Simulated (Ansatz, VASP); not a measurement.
# Two plane-wave programs on GaAs

Contents of POSCAR:

```
GaAs
1.0
    0.0000000000      2.8455714065      2.8455714065
    2.8455714065      0.0000000000      2.8455714065
    2.8455714065      2.8455714065      0.0000000000
As Ga
1 1
Direct
    0.7500000000      0.7500000000      0.7500000000
    0.0000000000      0.0000000000      0.0000000000
```

Contents of INCAR.step1:

```
SYSTEM = GaAs
  ALGO = Normal
  EDIFF = 1E-5
  ENCUT = 520
  GGA = PE
  ISIF = 2
  ISMEAR = -1
  LASPH = .TRUE.
  LREAL = .FALSE.
  LWAVE = .TRUE.
  NBANDS = 16
  NELM = 80
  PREC = Accurate
  SIGMA = 0.05
```

INCAR.step2

```
SYSTEM = GaAs
  AEXX = 0.5
  ALGO = Normal
  EDIFF = 1E-7
  ENCUT = 520
  ISIF = 2
  ISMEAR = -1
  ISTART = 1
  LASPH = .TRUE.
  LCHARG = .TRUE.
  LELF = .TRUE.
  LHFCALC = .TRUE.
  LMIXTAU = .TRUE.
  LREAL = .FALSE.
  LVHAR = .TRUE.
  LWAVE = .FALSE.
  METAGGA = R2SCAN
  NBANDS = 16
  NELM = 80
  PREC = Accurate
  PRECFOCK = Normal
  SIGMA = 0.05
```

The input KPOINTS:

```
k-points
0
G
  4 4 4
  0 0 0
```

input.yaml

```yaml
crystal:
  lattice:
    - [0.0, 2.8455714065, 2.8455714065]
    - [2.8455714065, 0.0, 2.8455714065]
    - [2.8455714065, 2.8455714065, 0.0]
  atoms:
    - { symbol: As, position: [0.75, 0.75, 0.75] }
    - { symbol: Ga, position: [0.0, 0.0, 0.0] }
hamiltonian:
  xc: r2scan50
  pseudopotentials: { kind: paw }
kpoints:
  mp_grid: { grid: [4, 4, 4] }
scf:
  occupations: { method: fermi_dirac, width: 0.05 }
output:
  forces: true
  stress: true
  eigenvalues: true
  write_density: true
  write_potential: true
  elf: true
  volumetric_format: npy
```

Alike in both runs: task single point; functional r2SCAN50; k mesh 4 × 4 × 4; occupations fermi-dirac, width 0.05 eV; no spin polarisation.

```csv
,VASP,Ansatz
version,VASP 6.6.1,Ansatz 0.2.0
potentials or method,"VASP PAW PBE potentials, release 64 (As, Ga_d)",Ansatz PAW
plane-wave cutoff (eV),520,500
valence electrons in the cell,18,28
```

```tsv
	VASP	Ansatz	Ansatz less VASP
gap on the k mesh at the Fermi level (eV)	3.74	3.65	-0.092
least direct gap on the mesh (eV)	3.74	3.65	-0.092
pressure (GPa)	-3.5	-2.9	+0.66
```

VASP's potentials were made for PBE, not for r2SCAN50. The functional is the same, so the differences come from potentials, cutoffs and numerics. VASP's potentials hold 18 valence electrons a cell and Ansatz's 28, so a difference there can come from the potentials and not from the codes.

The k mesh is coarse, so the values compare programs but aren't converged.
